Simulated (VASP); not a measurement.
Runs of VASP 6.6.1 on MgS (Niningerite). The structure is that of space group Fm-3m (No. 225), or close to it. The cells are those of the table. 

| cell | gap on the mesh (eV) | pressure (GPa) |
| --- | --- | --- |
| a = 3.679 Å, angles 60.0°, 2 atoms | 3.43 | (a) |
| a = 3.775 Å, angles 60.0°, 2 atoms | 3.26 | -5.7 |
| a = 3.630 Å, angles 60.0°, 2 atoms | 3.52 | 3.1 |
| a = 3.526 Å, angles 60.0°, 2 atoms | 3.70 | 12.7 |
| a = 3.578 Å, angles 60.0°, 2 atoms | 3.61 | 7.4 |
| a = 3.728 Å, angles 60.0°, 2 atoms | 3.35 | -3.3 |
| a = 3.821 Å, angles 60.0°, 2 atoms | 3.18 | (b) |

Alike in all rows: task single point; level r2SCAN; potentials or basis VASP PAW PBE potentials, release 64 (Mg, S); no spin polarisation; k mesh 6 × 6 × 6; cutoff (eV) 520; smearing gaussian 0.01 eV.

Task: Fill in the values left out.

Result: (a) -0.5; (b) -7.6.

Caveats: the PAW data sets were made with another functional, which shifts forces and pressure a little.

A k mesh can miss the band edges.
